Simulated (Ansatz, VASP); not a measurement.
## One calculation of BO2, two programs

INCAR

```
  ALGO = Normal
  EDIFF = 1E-7
  EDIFFG = -0.01
  ENCUT = 600
  GGA = PE
  GGA_COMPAT = F
  IBRION = 2
  ISIF = 3
  ISMEAR = 0
  LASPH = T
  LCHARG = F
  LREAL = F
  LWAVE = F
  NELM = 120
  NELMIN = 4
  NSW = 100
  PREC = Accurate
  SIGMA = 0.1
```

File KPOINTS:

```
k-points
0
Gamma
  10 10 10
```

The input POSCAR:

```
BO2
1.0
    0.0000000000      3.0271501807      3.0271501807
    3.0271501807      0.0000000000      3.0271501807
    3.0271501807      3.0271501807      0.0000000000
B O
2 4
Direct
    0.5000000000      0.5000000000      0.5000000000
    0.7500000000      0.7500000000      0.7500000000
    0.1250000000      0.1250000000      0.1250000000
    0.6250000000      0.1250000000      0.1250000000
    0.1250000000      0.1250000000      0.6250000000
    0.1250000000      0.6250000000      0.1250000000
```

Input for Ansatz:

```yaml
crystal:
  lattice:
    - [0.0, 3.0271501807, 3.0271501807]
    - [3.0271501807, 0.0, 3.0271501807]
    - [3.0271501807, 3.0271501807, 0.0]
  atoms:
    - { symbol: B, position: [0.5, 0.5, 0.5] }
    - { symbol: B, position: [0.75, 0.75, 0.75] }
    - { symbol: O, position: [0.125, 0.125, 0.125] }
    - { symbol: O, position: [0.625, 0.125, 0.125] }
    - { symbol: O, position: [0.125, 0.125, 0.625] }
    - { symbol: O, position: [0.125, 0.625, 0.125] }
basis:
  ecutwfc: 420
kpoints:
  mp_grid: { grid: [10, 10, 10] }
hamiltonian:
  xc: pbe
scf:
  occupations: { method: gaussian, width: 0.1 }
output:
  forces: true
  stress: true
  eigenvalues: true
relax:
  adjacent_minimum: "off"
  f_tol: 0.01
  max_steps: 80
  cell: { stress_tol: 0.05 }
```

Alike in both runs: task relaxation of cell and atoms; functional PBE; k mesh 10 × 10 × 10; occupations gaussian, width 0.1 eV; no spin polarisation.

|  | VASP | Ansatz |
| --- | --- | --- |
| version | VASP 6.6.1 | Ansatz 0.2.0 |
| potentials or method | VASP PAW PBE potentials, release 64 (B, O), cutoff 600 eV | scalar-relativistic, plane waves, PAW |
| valence electrons in the cell | 30 | 30 |

|  | VASP | Ansatz | Ansatz less VASP |
| --- | --- | --- | --- |
| gap on the k mesh at the Fermi level, each at its own relaxed structure (eV) | none | none | - |
| relaxed volume (Å³/atom) | 9.21 | 9.23 | +0.022 |
| relaxed length of the cell vector where the two differ most in proportion (Å) | 4.275 | 4.278 | +0.0034 |

A gap of «none» marks a metal or a gap that the smearing closes.
